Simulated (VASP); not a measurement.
Runs of VASP 6.6.1 on Au. The structure is that of space group Fm-3m (No. 225), or close to it. The cells are those of the table. 

| cell | gap on the mesh (eV) | pressure (GPa) |
| --- | --- | --- |
| a = 2.893, b = 2.893, c = 2.849 Å, angles 60.5, 60.5, 59.0°, 1 atom | none | 1.5 |
| a = 2.872, b = 2.872, c = 2.806 Å, angles 60.8, 60.8, 58.5°, 1 atom | none | 7.6 |
| a = 2.806 Å, angles 60.0°, 1 atom | none | 18.7 |
| a = 2.915, b = 2.915, c = 2.936 Å, angles 59.8, 59.8, 60.5°, 1 atom | none | -5.8 |
| a = 2.936 Å, angles 60.0°, 1 atom | none | (a) |
| a = 2.849 Å, angles 60.0°, 1 atom | none | (b) |
| a = 2.850, b = 2.850, c = 2.893 Å, angles 59.5, 59.5, 61.0°, 1 atom | none | 4.4 |
| a = 2.915, b = 2.915, c = 2.893 Å, angles 60.2, 60.2, 59.5°, 1 atom | none | -3.6 |

Alike in all rows: task single point; level PBEsol; potentials or basis VASP PAW PBE potentials, release 64 (Au); no spin polarisation; k mesh 20 × 20 × 20; cutoff (eV) 520; smearing gaussian 0.15 eV.

Estimate the missing entries.

(a) -7.8; (b) 7.4.

Caveats: the PAW data sets were made with another functional, which shifts forces and pressure a little; spin-orbit coupling is left out, which moves the levels of the heavy elements.

A k mesh can miss the band edges, and the runs leave out spin-orbit coupling on Au.

A gap of «none» marks levels without a gap at the run's occupations.
